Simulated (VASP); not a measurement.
# Cs3Pt (P-4m2) in VASP: single point with PBEsol

Aim: the single point of Cs3Pt with PBEsol.

Everything below comes from runs of VASP 6.6.1. Logs are shortened: lines on timing, memory, paths and dates and some standing lists are left out, and cuts for length are marked.

**1. The cell of the first run**

It takes space group P-4m2 (No. 115, tetragonal). The conventional cell has a = 6.018 Å, b = 6.018 Å, c = 5.498 Å, α = 90.00°, β = 90.00°, γ = 90.00°. Within 5.5 Å of Cs (site symmetry 2mm) lie 10 Cs at 4.02 to 5.50 Å and 4 Pt at 4.02 to 4.13 Å. Cs (site symmetry -4m2) has 10 Cs at 4.02 to 5.50 Å and 4 Pt at 4.26 Å within 5.5 Å. Pt (site symmetry -4m2) has 12 Cs at 4.02 to 4.26 Å and 2 Pt at 5.50 Å within 5.5 Å.

**2. Single point, PBEsol (strained and its atoms moved)**

File INCAR:

```
SYSTEM = Cs3Pt
ALGO     = Fast           ! electronic algorithm
EDIFF    = 1E-6           ! SCF threshold, eV
ENCUT    = 520            ! plane-wave cutoff, eV
GGA      = PS             ! functional
ISIF     = 2              ! what is computed and relaxed
ISMEAR   = 0              ! smearing method
LASPH    = .True.         ! aspherical terms in the spheres
LCHARG   = .True.         ! write CHGCAR
LELF     = .True.         ! ELF
LREAL    = .False.        ! projectors in reciprocal space
LVHAR    = .True.       
LWAVE    = .False.        ! write WAVECAR
NBANDS   = 26             ! bands
NELM     = 60             ! most SCF steps
PREC     = Accurate       ! precision mode
SIGMA    = 0.1            ! smearing width, eV
```

File KPOINTS:

```
k-points
0
Gamma
  8 6 6
  0 0 0
```

File POSCAR:

```
Cs3Pt
1.0
    5.4981879244      0.0000000000      0.0000000000
    0.0000000000      6.0181766944      0.0000000000
    0.0000000000      0.0000000000      6.0181766944
Cs Pt
3 1
Direct
   -0.0146863811      0.0000000000      0.5000000000
    0.0146863811      0.5000000000      0.0000000000
    0.5000000000      0.0000000000      0.0000000000
    0.5000000000      0.5000000000      0.5000000000
```

Potentials or basis: VASP PAW PBE potentials, release 64 (Cs_sv, Pt).

Started as:

```
$ cat potpaw_PBE.64/Cs_sv/POTCAR potpaw_PBE.64/Pt/POTCAR > POTCAR
$ mpirun -np 1 vasp_std > vasp.out
```

OUTCAR:

```text
SYSTEM = Cs3Pt
   EDIFF = 1E-6
   ENCUT = 520
   GGA = PS
   ISIF = 2
   ISMEAR = 0
   LASPH = .True.
   LREAL = .False.
   NELM = 60
   PREC = Accurate

 ion  position               nearest neighbor table
   1  0.985  0.000  0.500-
   2  0.015  0.500  0.000-
   3  0.500  0.000  0.000-
   4  0.500  0.500  0.500-

  LATTYP: Found a simple tetragonal cell.
 ALAT       =     6.0181766944
 C/A-ratio  =     0.9135969586

  Lattice vectors:

 A1 = (   0.0000000000,   6.0181766944,   0.0000000000)
 A2 = (   0.0000000000,   0.0000000000,   6.0181766944)
 A3 = (   5.4981879244,   0.0000000000,   0.0000000000)

Analysis of symmetry for initial positions (statically):
=====================================================================
 Subroutine PRICEL returns:
 Original cell was already a primitive cell.

 Routine SETGRP: Setting up the symmetry group for a
 simple tetragonal supercell.

 Subroutine GETGRP returns: Found  8 space group operations
 (whereof  8 operations were pure point group operations)
 out of a pool of 16 trial point group operations.

The static configuration has the point symmetry D_2d.

Analysis of symmetry for dynamics (positions and initial velocities):
=====================================================================
 Subroutine PRICEL returns:
 Original cell was already a primitive cell.

 Routine SETGRP: Setting up the symmetry group for a
 simple tetragonal supercell.

 Subroutine GETGRP returns: Found  8 space group operations
 (whereof  8 operations were pure point group operations)
 out of a pool of 16 trial point group operations.

The dynamic configuration has the point symmetry D_2d.

 Subroutine INISYM returns: Found  8 space group operations
 (whereof  8 operations are pure point group operations),
 and found     1 'primitive' translations

----------------------------------------------------------------------------------------

                                     Primitive cell

  volume of cell :     199.1358

  direct lattice vectors                    reciprocal lattice vectors
     5.498187924  0.000000000  0.000000000     0.181878105  0.000000000  0.000000000
     0.000000000  6.018176694  0.000000000     0.000000000  0.166163283  0.000000000
     0.000000000  0.000000000  6.018176694     0.000000000  0.000000000  0.166163283

  length of vectors
     5.498187924  6.018176694  6.018176694     0.181878105  0.166163283  0.166163283

  position of ions in fractional coordinates (direct lattice)
     0.985313619  0.000000000  0.500000000
     0.014686381  0.500000000  0.000000000
     0.500000000  0.000000000  0.000000000
     0.500000000  0.500000000  0.500000000

  ion indices of the primitive-cell ions
   primitive index   ion index
                 1           1
                 2           2
                 3           3
                 4           4

----------------------------------------------------------------------------------------

 KPOINTS: k-points

Automatic generation of k-mesh.
 Grid dimensions read from file:
 generate k-points for:    8    6    6

 Generating k-lattice:

  Cartesian coordinates                     Fractional coordinates (reciprocal lattice)
     0.022734763  0.000000000  0.000000000     0.125000000  0.000000000  0.000000000
     0.000000000  0.027693881  0.000000000     0.000000000  0.166666667  0.000000000
     0.000000000  0.000000000  0.027693881     0.000000000  0.000000000  0.166666667

  Length of vectors
     0.022734763  0.027693881  0.027693881

  Shift w.r.t. Gamma in fractional coordinates (k-lattice)
     0.000000000  0.000000000  0.000000000

 Subroutine IBZKPT returns following result:
 ===========================================

 Found     50 irreducible k-points:

 Following reciprocal coordinates:
            Coordinates               Weight
  0.000000  0.000000  0.000000      1.000000
  0.125000  0.000000  0.000000      2.000000
  0.250000  0.000000  0.000000      2.000000
  0.375000  0.000000  0.000000      2.000000
  0.500000  0.000000  0.000000      1.000000
  0.000000  0.166667  0.000000      4.000000
[... 16 lines left out ...]
  0.250000  0.166667  0.166667      8.000000
  0.375000  0.166667  0.166667      8.000000
 [... further k-points ...]
   k-points           NKPTS =     50   k-points in BZ     NKDIM =     50   number of bands    NBANDS=     26
   number of dos      NEDOS =    301   number of ions     NIONS =      4
   total plane-waves  NPLWV =  96768
   dimension x,y,z NGX =    42 NGY =   48 NGZ =   48
   dimension x,y,z NGXF=    84 NGYF=   96 NGZF=   96
   ions per type =               3   1
   NGX,Y,Z   is equivalent  to a cutoff of  12.70, 13.26, 13.26 a.u.
   NGXF,Y,Z  is equivalent  to a cutoff of  25.40, 26.52, 26.52 a.u.
 SYSTEM =  Cs3Pt
   PREC   = accura    normal or accurate (medium, high low for compatibility)
   ISTART =      0    job   : 0-new  1-cont  2-samecut
   ICHARG =      2    charge: 1-file 2-atom 10-const
   ISPIN  =      1    spin polarized calculation?
   LNONCOLLINEAR =      F non collinear calculations
   LSORBIT =      F    spin-orbit coupling
   LASPH  =      T    aspherical Exc in radial PAW
   ENCUT  =  520.0 eV  38.22 Ry    6.18 a.u.  10.22 11.19 11.19*2*pi/ulx,y,z
   NELM   =     60;   NELMIN=  2; NELMDL= -5     # of ELM steps
   EDIFF  = 0.1E-05   stopping-criterion for ELM
   LREAL  =      F    real-space projection
   EDIFFG = 0.1E-04   stopping-criterion for IOM
   NSW    =      0    number of steps for IOM
   IBRION =     -1    ionic relax: 0-MD 1-quasi-New 2-CG
   NFREE  =      0    steps in history (QN), initial steepest desc. (CG)
   ISIF   =      2    stress and relaxation
   ISYM   =      2    0-nonsym 1-usesym 2-fastsym
   POTIM  = 0.5000    time-step for ionic-motion
   TEBEG  =    0.0;   TEEND  =   0.0 temperature during run
   PSTRESS=    0.0 pullay stress
   NELECT =      37.0000    total number of electrons
   NUPDOWN=      -1.0000    fix difference up-down
   EMIN   =  10.00;   EMAX   =-10.00  energy-range for DOS
   EFERMI =   0.00;   METHOD = LEGACY
   ISMEAR =     0;   SIGMA  =   0.10  broadening in eV -4-tet -1-fermi 0-gaus
   EFERMI_NEDOS =   21; number of points for ismear=-14 and -15
   IALGO  =     68    algorithm
   IMIX   =      4    mixing-type and parameters
     AMIX     =   0.40;   BMIX     =  1.00
     AMIX_MAG =   1.60;   BMIX_MAG =  1.00
  volume/ion in A,a.u.               =      49.78       335.96
  Fermi-wavevector in a.u.,A,eV,Ry     =   0.934169  1.765324 11.873427  0.872672
  Thomas-Fermi vector in A             =   2.060946
   LORBIT       =      0    0 simple, 1 ext, 2 COOP (PROOUT), +10 PAW based schemes
   GGA     = PS    functional components
   LHFCALC =     F    Hartree Fock is set to
   AEXX    =    0.0000 exact exchange contribution
   IVDW    =     0    specifies the selected vdW correction
   LEPSILON=     F    determine dielectric tensor
   LRPA    =     F    only Hartree local field effects (RPA)
 non-spin polarized calculation
 RMM-DIIS sequential band-by-band and
 Gauss-broadening in eV      SIGMA  =   0.10
  energy-cutoff  :      520.00
  volume of cell :      199.14
 maximum number of plane-waves:      5388
 NGX is ok and might be reduce to    42
   NGX = 21   NGY = 23   NGZ = 23

 number of electron      36.9999999 magnetization

 Free energy of the ion-electron system (eV)
  ---------------------------------------------------
  ext. energy  EPLUGINS =         0.00000000
  ---------------------------------------------------
  free energy    TOTEN  =        -8.56759741 eV

  energy without entropy =       -8.55626694  energy(sigma->0) =       -8.56193218

 E-fermi :   2.5048     XC(G=0):  -7.9330

 val. band max:        2.4921028352   @ k =   0.2500   0.5000   0.0000
 cond. band min:       2.5065575670   @ k =   0.3750   0.1667   0.1667
 fundamental gap:      0.0144547318
 Fermi energy:         2.5048201887

 k-point     1 :       0.0000    0.0000    0.0000
  band No.  band energies     occupation
      1     -21.2006      2.00000
      2     -20.8607      2.00000
      3     -20.8054      2.00000
      4      -8.4015      2.00000
      5      -8.4015      2.00000
      6      -8.3771      2.00000
[... 18 lines left out ...]
     25       5.4318      0.00000
     26       5.4324      0.00000

 k-point     2 :       0.1250    0.0000    0.0000
  band No.  band energies     occupation
      1     -21.1951      2.00000
      2     -20.8663      2.00000
      3     -20.8049      2.00000
      4      -8.3724      2.00000
      5      -8.3724      2.00000
      6      -8.3577      2.00000
[... 18 lines left out ...]
     25       5.3137      0.00000
     26       5.3918      0.00000

 k-point     3 :       0.2500    0.0000    0.0000
  band No.  band energies     occupation
      1     -21.1811      2.00000
      2     -20.8804      2.00000
      3     -20.8039      2.00000
      4      -8.2996      2.00000
      5      -8.2887      2.00000
      6      -8.2887      2.00000
[... 18 lines left out ...]
     25       5.2108      0.00000
     26       5.3736      0.00000

 k-point     4 :       0.3750    0.0000    0.0000
  band No.  band energies     occupation
      1     -21.1657      2.00000
      2     -20.8959      2.00000
      3     -20.8030      2.00000
      4      -8.2105      2.00000
      5      -8.1619      2.00000
      6      -8.1619      2.00000
[... 18 lines left out ...]
     25       5.3676      0.00000
     26       5.6018      0.00000
[... 496 lines left out ...]
      1     -21.1860      2.00000
      2     -20.8635      2.00000
      3     -20.8173      2.00000
      4      -8.4373      2.00000
      5      -8.2728      2.00000
      6      -8.2223      2.00000
[... 18 lines left out ...]
     25       4.8673      0.00000
     26       5.4849      0.00000

 k-point    23 :       0.2500    0.1667    0.1667
  band No.  band energies     occupation
      1     -21.1750      2.00000
      2     -20.8740      2.00000
      3     -20.8163      2.00000
      4      -8.4694      2.00000
      5      -8.2186      2.00000
      6      -8.0866      2.00000
[... 18 lines left out ...]
     25       4.8331      0.00000
     26       5.4279      0.00000

 k-point    24 :       0.3750    0.1667    0.1667
  band No.  band energies     occupation
      1     -21.1633      2.00000
      2     -20.8853      2.00000
      3     -20.8154      2.00000
      4      -8.4545      2.00000
      5      -8.1489      2.00000
      6      -8.0728      2.00000
[... 18 lines left out ...]
     25       5.1682      0.00000
     26       5.3301      0.00000

 [... further k-points ...]
[... 5 lines left out ...]
  --------------------------------------------------------------------------------------
  -------------------------------------------------------------------------------------
  Total       -0.8302653     -2.3063305     -2.3063305      0.0000000      0.0000000     -0.0000000
  in kB       -6.6800242    -18.5559282    -18.5559282      0.0000000      0.0000000     -0.0000000
  external PRESSURE =     -14.5972935 kB  Pullay stress =       0.0000000 kB

 VOLUME and BASIS-vectors are now :
 -----------------------------------------------------------------------------
  energy-cutoff  :      520.00
  volume of cell :      199.14
      direct lattice vectors                 reciprocal lattice vectors
     5.498187924  0.000000000  0.000000000     0.181878105  0.000000000  0.000000000
     0.000000000  6.018176694  0.000000000     0.000000000  0.166163283  0.000000000
     0.000000000  0.000000000  6.018176694     0.000000000  0.000000000  0.166163283

 POSITION                                       TOTAL-FORCE (eV/Angst)
 -----------------------------------------------------------------------------------
      5.41744      0.00000      3.00909         0.021158      0.000000      0.000000
      0.08075      3.00909      0.00000        -0.021158      0.000000     -0.000000
      2.74909      0.00000      0.00000         0.000000      0.000000     -0.000000
      2.74909      3.00909      3.00909         0.000000      0.000000     -0.000000
 -----------------------------------------------------------------------------------
    total drift:                                0.000000      0.000000      0.000000

  FREE ENERGIE OF THE ION-ELECTRON SYSTEM (eV)
  ---------------------------------------------------
  free  energy   TOTEN  =        -8.5675974138 eV

  energy  without entropy=       -8.5562669416  energy(sigma->0) =       -8.56193218
```

Run time: 4.7 min. Hardware: 1 thread of Oxide Virtual Turin-like, shared host; peak memory 0.4 GiB.

Results:

```yaml
Free_energy: -8.5676 eV
Pressure: -1.5 GPa
Largest_force: 0.021 eV/Å
Band_gap_on_the_k_mesh: zero (an odd number of electrons rules out a gap without spin polarisation)
```

Forces on the atoms (eV/Å):
```
Cs   0.021  0.000  0.000
Cs  -0.021  0.000  0.000
Cs   0.000  0.000  0.000
Pt   0.000  0.000  0.000
```

Levels at points of the mesh, in eV from the Fermi level:
| k point | band 16 | band 17 | band 18 | band 19 | band 20 | band 21 |
| --- | --- | --- | --- | --- | --- | --- |
| (0.00, 0.00, 0.00) | -1.27 | -1.20 | -1.20 | -1.00 | 1.48 | 1.56 |
| (0.50, 0.00, 0.00) | -1.02 | -1.02 | -0.95 | -0.26 | 0.64 | 1.44 |
| (0.00, 0.50, 0.00) | -1.10 | -1.07 | -1.02 | -0.53 | 0.21 | 1.34 |
| (0.50, 0.50, 0.00) | -1.10 | -1.04 | -0.94 | 0.62 | 0.65 | 0.95 |
| (0.00, 0.50, 0.50) | -1.02 | -1.02 | -1.02 | 0.46 | 0.46 | 1.07 |
| (0.50, 0.50, 0.50) | -1.27 | -1.09 | -0.95 | 0.80 | 0.80 | 1.15 |

Caveat: the cell differs from its parent crystal (strained and its atoms moved); the PAW data sets were made with another functional, which shifts forces and pressure a little; spin-orbit coupling is left out, which moves the levels of the heavy elements.
